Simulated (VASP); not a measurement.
# HgTe (NiAs type) (P6_3/mmc) in VASP: further runs

HgTe (NiAs type) is run at these levels: PBE; tasks: single point, relaxation of cell and atoms.

Everything below comes from runs of VASP 6.6.1. Logs are shortened: lines on timing, memory, paths and dates and some standing lists are left out, and cuts for length are marked.

**1. The cell of the first run**

The structure is hexagonal, space group P6_3/mmc (No. 194). The conventional cell has a = 4.144 Å, b = 4.144 Å, c = 7.350 Å, α = 90.00°, β = 90.00°, γ = 120.00°. Within 4.0 Å of Hg (site symmetry -3m) lie 6 Te at 3.02 Å and 2 Hg at 3.67 Å. Within 4.0 Å of Te (site symmetry -6m2) lie 6 Hg at 3.02 Å.

**2. Single point, PBE**

INCAR reads:

```
SYSTEM = HgTe
PREC = Accurate
ENCUT = 520
EDIFF = 1E-6
ISMEAR = -1
SIGMA = 0.08
LREAL = .FALSE.
LASPH = .TRUE.
NELM = 100
ALGO = Normal
ISIF = 2
LWAVE = .FALSE.
LCHARG = .TRUE.
GGA = PE
LELF = .TRUE.
LVHAR = .TRUE.
NBANDS = 26
```

KPOINTS reads:

```
Automatic mesh
0
G
  9 9 5
  0 0 0
```

POSCAR reads:

```
HgTe
1.0
    4.1439181938      0.0000000000      0.0000000000
   -2.0719590969      3.5887384270      0.0000000000
    0.0000000000      0.0000000000      7.3497067754
Hg Te
2 2
Direct
    0.0000000000      0.0000000000      0.0000000000
    0.0000000000      0.0000000000      0.5000000000
    0.3333333333      0.6666666667      0.2500000000
    0.6666666667      0.3333333333      0.7500000000
```

Potentials or basis: VASP PAW PBE potentials, release 64 (Hg, Te).

The run is started by

```console
$ cat potpaw_PBE.64/Hg/POTCAR potpaw_PBE.64/Te/POTCAR > POTCAR
$ mpirun -np 1 vasp_std > vasp.out
```

OUTCAR:

```text
SYSTEM = HgTe
   PREC = Accurate
   ENCUT = 520
   EDIFF = 1E-6
   ISMEAR = -1
   LREAL = .FALSE.
   LASPH = .TRUE.
   NELM = 100
   ISIF = 2
   GGA = PE

 ion  position               nearest neighbor table
   1  0.000  0.000  0.000-   3 3.02   4 3.02   3 3.02   4 3.02   4 3.02   3 3.02   2 3.67   2 3.67

   2  0.000  0.000  0.500-   3 3.02   4 3.02   3 3.02   4 3.02   4 3.02   3 3.02   1 3.67   1 3.67

   3  0.333  0.667  0.250-   1 3.02   2 3.02   1 3.02   2 3.02   1 3.02   2 3.02
   4  0.667  0.333  0.750-   1 3.02   2 3.02   1 3.02   2 3.02   1 3.02   2 3.02

  LATTYP: Found a hexagonal cell.
 ALAT       =     4.1439181938
 C/A-ratio  =     1.7736129025

  Lattice vectors:

 A1 = (   4.1439181938,   0.0000000000,   0.0000000000)
 A2 = (  -2.0719590969,   3.5887384270,   0.0000000000)
 A3 = (   0.0000000000,   0.0000000000,   7.3497067754)

Analysis of symmetry for initial positions (statically):
=====================================================================
 Subroutine PRICEL returns:
 Original cell was already a primitive cell.

 Routine SETGRP: Setting up the symmetry group for a
 hexagonal supercell.

 Subroutine GETGRP returns: Found 24 space group operations
 (whereof 12 operations were pure point group operations)
 out of a pool of 24 trial point group operations.

The static configuration has the point symmetry D_3d.
 The point group associated with its full space group is D_6h.

Analysis of symmetry for dynamics (positions and initial velocities):
=====================================================================
 Subroutine PRICEL returns:
 Original cell was already a primitive cell.

 Routine SETGRP: Setting up the symmetry group for a
 hexagonal supercell.

 Subroutine GETGRP returns: Found 24 space group operations
 (whereof 12 operations were pure point group operations)
 out of a pool of 24 trial point group operations.

The dynamic configuration has the point symmetry D_3d.
 The point group associated with its full space group is D_6h.

 Subroutine INISYM returns: Found 24 space group operations
 (whereof 12 operations are pure point group operations),
 and found     1 'primitive' translations

----------------------------------------------------------------------------------------

                                     Primitive cell

  volume of cell :     109.3007
[... 85 lines left out ...]
   ISTART =      0    job   : 0-new  1-cont  2-samecut
   ICHARG =      2    charge: 1-file 2-atom 10-const
   ISPIN  =      1    spin polarized calculation?
   LNONCOLLINEAR =      F non collinear calculations
   LSORBIT =      F    spin-orbit coupling
   LASPH  =      T    aspherical Exc in radial PAW
   ENCUT  =  520.0 eV  38.22 Ry    6.18 a.u.   7.70  7.70 13.67*2*pi/ulx,y,z
   NELM   =    100;   NELMIN=  2; NELMDL= -5     # of ELM steps
   EDIFF  = 0.1E-05   stopping-criterion for ELM
   LREAL  =      F    real-space projection
   EDIFFG = 0.1E-04   stopping-criterion for IOM
   NSW    =      0    number of steps for IOM
   IBRION =     -1    ionic relax: 0-MD 1-quasi-New 2-CG
   NFREE  =      0    steps in history (QN), initial steepest desc. (CG)
   ISIF   =      2    stress and relaxation
   ISYM   =      2    0-nonsym 1-usesym 2-fastsym
   POTIM  = 0.5000    time-step for ionic-motion
   TEBEG  =    0.0;   TEEND  =   0.0 temperature during run
   PSTRESS=    0.0 pullay stress
   NELECT =      36.0000    total number of electrons
   NUPDOWN=      -1.0000    fix difference up-down
   EMIN   =  10.00;   EMAX   =-10.00  energy-range for DOS
   EFERMI =   0.00;   METHOD = LEGACY
   ISMEAR =    -1;   SIGMA  =   0.08  broadening in eV -4-tet -1-fermi 0-gaus
   EFERMI_NEDOS =   21; number of points for ismear=-14 and -15
   IALGO  =     38    algorithm
   IMIX   =      4    mixing-type and parameters
     AMIX     =   0.40;   BMIX     =  1.00
     AMIX_MAG =   1.60;   BMIX_MAG =  1.00
  volume/ion in A,a.u.               =      27.33       184.40
  Fermi-wavevector in a.u.,A,eV,Ry     =   1.130580  2.136487 17.391121  1.278211
  Thomas-Fermi vector in A             =   2.267277
   LORBIT       =      0    0 simple, 1 ext, 2 COOP (PROOUT), +10 PAW based schemes
   GGA     = PE    functional components
   LHFCALC =     F    Hartree Fock is set to
   AEXX    =    0.0000 exact exchange contribution
   IVDW    =     0    specifies the selected vdW correction
   LEPSILON=     F    determine dielectric tensor
   LRPA    =     F    only Hartree local field effects (RPA)
 non-spin polarized calculation
  energy-cutoff  :      520.00
  volume of cell :      109.30
 maximum number of plane-waves:      2973
 NGX is ok and might be reduce to    32
   NGX = 15   NGY = 15   NGZ = 27

 number of electron      35.9999994 magnetization

 Free energy of the ion-electron system (eV)
  ---------------------------------------------------
  ext. energy  EPLUGINS =         0.00000000
  ---------------------------------------------------
  free energy    TOTEN  =        -6.40196890 eV

  energy without entropy =       -6.37163664  energy(sigma->0) =       -6.38680277

 E-fermi :   4.8822     XC(G=0): -10.0519

 val. band max:        4.8686628421   @ k =   0.3333   0.0000   0.2000
 cond. band min:       4.9744971817   @ k =   0.2222   0.2222   0.2000
 fundamental gap:      0.1058343396
 Fermi energy:         4.8822035776

 k-point     1 :       0.0000    0.0000    0.0000
  band No.  band energies     occupation
      1      -7.4938      2.00000
      2      -6.3243      2.00000
      3      -2.5031      2.00000
      4      -2.3504      2.00000
      5      -2.3504      2.00000
      6      -2.2385      2.00000
[... 685 lines left out ...]
     25      12.2746      0.00000
     26      12.2746      0.00000

 [... further k-points ...]
[... 5 lines left out ...]
  --------------------------------------------------------------------------------------
  -------------------------------------------------------------------------------------
  Total        2.8289269      2.8289269      2.8616186      0.0000000     -0.0000000     -0.0000000
  in kB       41.4676398     41.4676398     41.9468485      0.0000000     -0.0000000     -0.0000000
  external PRESSURE =      41.6273760 kB  Pullay stress =       0.0000000 kB

 VOLUME and BASIS-vectors are now :
 -----------------------------------------------------------------------------
  energy-cutoff  :      520.00
  volume of cell :      109.30
      direct lattice vectors                 reciprocal lattice vectors
     4.143918194  0.000000000  0.000000000     0.241317505  0.139324727  0.000000000
    -2.071959097  3.588738427  0.000000000     0.000000000  0.278649453  0.000000000
     0.000000000  0.000000000  7.349706775     0.000000000  0.000000000  0.136059850

 POSITION                                       TOTAL-FORCE (eV/Angst)
 -----------------------------------------------------------------------------------
      0.00000      0.00000      0.00000        -0.000000      0.000000      0.000000
      0.00000      0.00000      3.67485        -0.000000      0.000000      0.000000
     -0.00000      2.39249      1.83743        -0.000000     -0.000000      0.000000
      2.07196      1.19625      5.51228         0.000000      0.000000     -0.000000
 -----------------------------------------------------------------------------------
    total drift:                                0.000000     -0.000000      0.000000

  FREE ENERGIE OF THE ION-ELECTRON SYSTEM (eV)
  ---------------------------------------------------
  free  energy   TOTEN  =        -6.4019689031 eV

  energy  without entropy=       -6.3716366364  energy(sigma->0) =       -6.38680277
```

OSZICAR:

```text
N       E                     dE             d eps       ncg     rms          rms(c)
DAV:   1     0.240451967659E+03    0.24045E+03   -0.16305E+04  1872   0.124E+03
DAV:   2     0.476492028789E+01   -0.23569E+03   -0.22617E+03  2036   0.293E+02
DAV:   3    -0.665564414215E+01   -0.11421E+02   -0.11246E+02  2242   0.637E+01
DAV:   4    -0.679559299636E+01   -0.13995E+00   -0.13970E+00  2156   0.611E+00
DAV:   5    -0.679822362391E+01   -0.26306E-02   -0.26305E-02  2228   0.830E-01    0.113E+01
DAV:   6    -0.640872361369E+01    0.38950E+00   -0.92372E-01  1998   0.999E+00    0.870E+00
DAV:   7    -0.640639711586E+01    0.23265E-02   -0.27097E-01  2068   0.280E+00    0.213E+00
DAV:   8    -0.640192600150E+01    0.44711E-02   -0.37385E-02  1956   0.183E+00    0.692E-01
DAV:   9    -0.640202689497E+01   -0.10089E-03   -0.43022E-03  1996   0.596E-01    0.103E-01
DAV:  10    -0.640196336904E+01    0.63526E-04   -0.37213E-04  2022   0.211E-01    0.414E-02
DAV:  11    -0.640196919065E+01   -0.58216E-05   -0.58173E-05  2104   0.522E-02    0.393E-02
DAV:  12    -0.640197520062E+01   -0.60100E-05   -0.55916E-05  1962   0.689E-02    0.394E-02
DAV:  13    -0.640196876008E+01    0.64405E-05   -0.19096E-05  1932   0.463E-02    0.190E-02
DAV:  14    -0.640196890311E+01   -0.14302E-06   -0.17056E-06  1578   0.594E-03
   1 F= -.64019689E+01 E0= -.63868028E+01  d E =-.303323E-01
```

Run time: 57 s. Hardware: 1 thread of Intel Xeon Platinum 8488C (Sapphire Rapids), shared host; peak memory 0.27 GiB.

Results:

```
Free energy            : -6.4020 eV
Pressure               : 4.2 GPa
Band gap on the k mesh : zero (band 18 reaches 5.32 eV, above the bottom of band 19 at 2.74 eV)
```

Levels at points of the mesh, in eV from the Fermi level:
```csv
k point,band 14,band 15,band 16,band 17,band 18,band 19,band 20,band 21,band 22,band 23
"(0.00, 0.00, 0.00)",-1.30,-1.15,-0.60,-0.60,0.44,0.44,2.88,4.91,5.11,5.11
```

Caveat: spin-orbit coupling is left out, which moves the levels of the heavy elements.

**3. Relaxation of cell and atoms, PBE, target pressure 4 GPa, at which the enthalpy is minimised**

This run uses another cell than the first one, of 26.98 Å³/atom, 0.987 times its volume.

INCAR reads:

```
PREC     = Accurate       # precision mode
ENCUT    = 600            # plane-wave cutoff, eV
EDIFF    = 1E-7           # SCF threshold, eV
ISMEAR   = -1             # smearing method
SIGMA    = 0.08           # smearing width, eV
LREAL    = F              # projectors in reciprocal space
LASPH    = T              # aspherical terms in the spheres
NELM     = 80             # most SCF steps
ALGO     = Normal         # electronic algorithm
ISIF     = 3              # what is computed and relaxed
LWAVE    = F              # write WAVECAR
LCHARG   = F              # write CHGCAR
GGA      = PE             # functional
IBRION   = 2              # ionic algorithm
NSW      = 60             # ionic steps
EDIFFG   = -0.005         # ionic threshold
PSTRESS  = 40.0
```

KPOINTS reads:

```
Automatic mesh
0
Gamma
  9 9 5
```

POSCAR reads:

```
HgTe
1.0
    4.3159670818      0.0000000000      0.0000000000
   -2.1579835409      3.7377371347      0.0000000000
    0.0000000000      0.0000000000      6.6897489768
Hg Te
2 2
Direct
    0.0000000000      0.0000000000      0.0000000000
    0.0000000000      0.0000000000      0.5000000000
    0.3333333333      0.6666666667      0.2500000000
    0.6666666667      0.3333333333      0.7500000000
```

Potentials or basis: VASP PAW PBE potentials, release 64 (Hg, Te).

The run is started by

```console
$ cat potpaw_PBE.64/Hg/POTCAR potpaw_PBE.64/Te/POTCAR > POTCAR
$ mpirun -np 1 vasp_std > vasp.out
```

OUTCAR:

```text
PREC = Accurate
   ENCUT = 600
   EDIFF = 1E-7
   ISMEAR = -1
   LREAL = F
   LASPH = T
   NELM = 80
   ISIF = 3
   GGA = PE
   IBRION = 2
   NSW = 60
   EDIFFG = -0.005
   PSTRESS = 40.0

 ion  position               nearest neighbor table
   1  0.000  0.000  0.000-   3 3.00   4 3.00   3 3.00   4 3.00   4 3.00   3 3.00   2 3.34   2 3.34

   2  0.000  0.000  0.500-   3 3.00   4 3.00   3 3.00   4 3.00   4 3.00   3 3.00   1 3.34   1 3.34

   3  0.333  0.667  0.250-   1 3.00   2 3.00   1 3.00   2 3.00   1 3.00   2 3.00
   4  0.667  0.333  0.750-   1 3.00   2 3.00   1 3.00   2 3.00   1 3.00   2 3.00

  LATTYP: Found a hexagonal cell.
 ALAT       =     4.3159670818
 C/A-ratio  =     1.5500000000

  Lattice vectors:

 A1 = (   4.3159670818,   0.0000000000,   0.0000000000)
 A2 = (  -2.1579835409,   3.7377371347,   0.0000000000)
 A3 = (   0.0000000000,   0.0000000000,   6.6897489768)

Analysis of symmetry for initial positions (statically):
=====================================================================
 Subroutine PRICEL returns:
 Original cell was already a primitive cell.

 Routine SETGRP: Setting up the symmetry group for a
 hexagonal supercell.

 Subroutine GETGRP returns: Found 24 space group operations
 (whereof 12 operations were pure point group operations)
[... 174 lines left out ...]

  FORCE on cell =-STRESS in cart. coord.  units (eV):
  Direction    XX          YY          ZZ          XY          YZ          ZX
  --------------------------------------------------------------------------------------
  -------------------------------------------------------------------------------------
  Total        3.0693124      3.0693124      6.1934840      0.0000000      0.0000000     -0.0000000
  in kB       45.5674765     45.5674765     91.9494001      0.0000000      0.0000000     -0.0000000
  external PRESSURE =      21.0281177 kB  Pullay stress =      40.0000000 kB
[... 147 lines left out ...]
--------------------------------------- Ionic step        5  -------------------------------------------

 number of electron      36.0000004 magnetization

 E-fermi :   4.7541     XC(G=0):  -9.9982

 val. band max:        4.7495713355   @ k =   0.3333   0.3333   0.4000
 cond. band min:       4.8240817573   @ k =   0.0000   0.0000   0.4000
 fundamental gap:      0.0745104218
 Fermi energy:         4.7540680281

 k-point     1 :       0.0000    0.0000    0.0000
  band No.  band energies     occupation
      1      -7.5392      2.00000
      2      -6.3815      2.00000
      3      -2.5503      2.00000
      4      -2.4337      2.00000
      5      -2.4337      2.00000
      6      -2.3223      2.00000
[... 710 lines left out ...]
--------------------------------------- Ionic step        8  -------------------------------------------

 number of electron      36.0000001 magnetization

 Free energy of the ion-electron system (eV)
  ---------------------------------------------------
  ext. energy  EPLUGINS =         0.00000000
  ---------------------------------------------------
  free energy    TOTEN  =        -6.40877960 eV

  energy without entropy =       -6.37833267  energy(sigma->0) =       -6.39355613

 E-fermi :   4.8490     XC(G=0): -10.0382

 val. band max:        4.8347454781   @ k =   0.3333   0.0000   0.2000
 cond. band min:       4.9412797536   @ k =   0.0000   0.0000   0.4000
 fundamental gap:      0.1065342755
 Fermi energy:         4.8489581240

 k-point     1 :       0.0000    0.0000    0.0000
  band No.  band energies     occupation
      1      -7.5058      2.00000
      2      -6.3436      2.00000
      3      -2.5161      2.00000
      4      -2.3698      2.00000
      5      -2.3698      2.00000
      6      -2.2582      2.00000
[... 626 lines left out ...]
  energy  without entropy=       -6.3783326651  energy(sigma->0) =       -6.39355613

  enthalpy is  TOTEN    =        -3.6723063333 eV   P V=        2.7364732637

 reached required accuracy - stopping structural energy minimisation
```

OSZICAR:

```text
N       E                     dE             d eps       ncg     rms          rms(c)
DAV:   1     0.261629123555E+03    0.26163E+03   -0.18020E+04  1584   0.164E+03
DAV:   2     0.675264583220E+01   -0.25488E+03   -0.24789E+03  1704   0.349E+02
DAV:   3    -0.644667739373E+01   -0.13199E+02   -0.12939E+02  1878   0.771E+01
[... 84 lines left out ...]
DAV:   4    -0.640880797757E+01    0.13135E-03   -0.21900E-04  1662   0.104E-01    0.381E-02
DAV:   5    -0.640878014916E+01    0.27828E-04   -0.92810E-05  1782   0.994E-02    0.328E-02
DAV:   6    -0.640878097549E+01   -0.82633E-06   -0.10195E-05  1620   0.339E-02    0.217E-02
DAV:   7    -0.640877953356E+01    0.14419E-05   -0.75094E-06  1698   0.303E-02    0.154E-03
DAV:   8    -0.640877959699E+01   -0.63431E-07   -0.76057E-07  1602   0.592E-03
   8 F= -.36723063E+01 E0= -.36570829E+01  d E =-.508267E-03
```

CONTCAR:

```text
HgTe
   1.00000000000000
     4.1482663302871883   -0.0000000000000000   -0.0000000000000000
    -2.0741331651435941    3.5925040236481331   -0.0000000000000000
    -0.0000000000000000   -0.0000000000000000    7.3549191933712512
  Hg              Te
     2     2
Direct
     0.0000000000000000    0.0000000000000000    0.0000000000000000
     0.0000000000000000    0.0000000000000000    0.5000000000000000
     0.3333333332999970    0.6666666667000030    0.2500000000000000
     0.6666666667000030    0.3333333332999970    0.7500000000000000

  0.00000000E+00  0.00000000E+00  0.00000000E+00
  0.00000000E+00  0.00000000E+00  0.00000000E+00
  0.00000000E+00  0.00000000E+00  0.00000000E+00
  0.00000000E+00  0.00000000E+00  0.00000000E+00
```

Wall time 4.1 min (1 thread of Intel Xeon 6975P-C (Granite Rapids), shared host); peak memory 0.33 GiB.

What came out:

```yaml
Free_energy: -6.4088 eV
Relaxed_volume: 27.40 Å³/atom
Relaxed_cell: a = 4.148 Å, b = 4.148 Å, c = 7.355 Å, α = 90.00°, β = 90.00°, γ = 120.00°
Space_group_after_relaxing_to_0.05_Å: P6_3/mmc (No. 194)
Energy_change_on_relaxing_the_enthalpy_is_what_falls: -51.8 meV/atom
Ionic_steps: 8
Pressure_after_relaxing: 4.0 GPa
Band_gap_on_the_k_mesh: zero (band 18 reaches 5.29 eV, above the bottom of band 19 at 2.72 eV)
```

The path:
```tsv
step	energy change (eV)	largest force (eV/Å)	pressure (GPa)	volume (Å³)
1	0.0000	0.0000	6.10	107.92
2	-0.2114	0.0000	2.48	113.49
3	-0.2100	0.0000	2.52	113.44
4	-0.2374	0.0000	2.97	112.02
5	-0.2270	0.0000	3.55	110.48
6	-0.2183	0.0000	3.70	110.08
7	-0.1955	0.0000	4.29	109.16
8	-0.2071	0.0000	4.00	109.61
```

Final structure:
```yaml
crystal:
  lattice:
    - [4.14827, 0.00000, 0.00000]
    - [-2.07413, 3.59250, 0.00000]
    - [0.00000, 0.00000, 7.35492]
  atoms:
    - { symbol: Hg, position: [0.00000, 0.00000, 0.00000] }
    - { symbol: Hg, position: [0.00000, 0.00000, 0.50000] }
    - { symbol: Te, position: [0.33333, 0.66667, 0.25000] }
    - { symbol: Te, position: [0.66667, 0.33333, 0.75000] }
```

Caveat: the cell is relaxed towards a set pressure, so the enthalpy falls and the energy may rise; spin-orbit coupling is left out, which moves the levels of the heavy elements.
